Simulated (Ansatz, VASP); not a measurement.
# KTaO3: VASP beside Ansatz

Contents of INCAR:

```
SYSTEM = KTaO3
ALGO = Normal ; EDIFF = 1E-6
ENCUT = 520 ; GGA = PE
ISIF = 2 ; ISMEAR = 0
LASPH = .True. ; LCHARG = .True.
LELF = .True. ; LREAL = .False.
LVHAR = .True. ; LWAVE = .False.
NBANDS = 27 ; NELM = 60
PREC = Accurate ; SIGMA = 0.02
```

Contents of KPOINTS:

```
k-points
0
Gamma
  8 8 8
  0 0 0
```

POSCAR

```
KTaO3
1.0
    4.0642286019      0.0000000000      0.0000000000
    0.0000000000      4.0642286019      0.0000000000
    0.0000000000      0.0000000000      4.0642286019
K Ta O
1 1 3
Direct
    0.5000000000      0.5000000000      0.5000000000
    0.0000000000      0.0000000000      0.0000000000
    0.5000000000      0.0000000000      0.0000000000
    0.0000000000      0.5000000000      0.0000000000
    0.0000000000      0.0000000000      0.5000000000
```

Input for Ansatz:

```yaml
crystal:
  lattice:
    - [4.0642286017, 0.0, 0.0]
    - [0.0, 4.0642286017, 0.0]
    - [0.0, 0.0, 4.0642286017]
  atoms:
    - { symbol: K, position: [0.5, 0.5, 0.5] }
    - { symbol: Ta, position: [0.0, 0.0, 0.0] }
    - { symbol: O, position: [0.5, 0.0, 0.0] }
    - { symbol: O, position: [0.0, 0.5, 0.0] }
    - { symbol: O, position: [0.0, 0.0, 0.5] }
basis:
  ecutwfc: 420
kpoints:
  mp_grid: { grid: [8, 8, 8] }
hamiltonian:
  xc: pbe
scf:
  occupations: { method: gaussian, width: 0.02 }
output:
  forces: true
  stress: true
  eigenvalues: true
```

Alike in both runs: task single point; functional PBE; k mesh 8 × 8 × 8; occupations gaussian, width 0.02 eV; no spin polarisation.

```csv
,VASP,Ansatz
version,VASP 6.6.1,Ansatz 0.2.0
potentials or method,"VASP PAW PBE potentials, release 64 (K_sv, Ta_pv, O), cutoff 520 eV","scalar-relativistic, plane waves, PAW"
valence electrons in the cell,38,40
```

|  | VASP | Ansatz | Ansatz less VASP |
| --- | --- | --- | --- |
| gap on the k mesh at the Fermi level (eV) | 2.05 | 2.09 | +0.043 |
| least direct gap on the mesh (eV) | 2.69 | 2.72 | +0.035 |
| pressure (GPa) | -4.7 | -5.2 | -0.50 |

With one functional, cell and mesh, what is left measures potentials, basis and numerics. VASP's potentials hold 38 valence electrons a cell and Ansatz's 40, so a difference there can come from the potentials and not from the codes.

Neither program's run includes spin-orbit coupling.
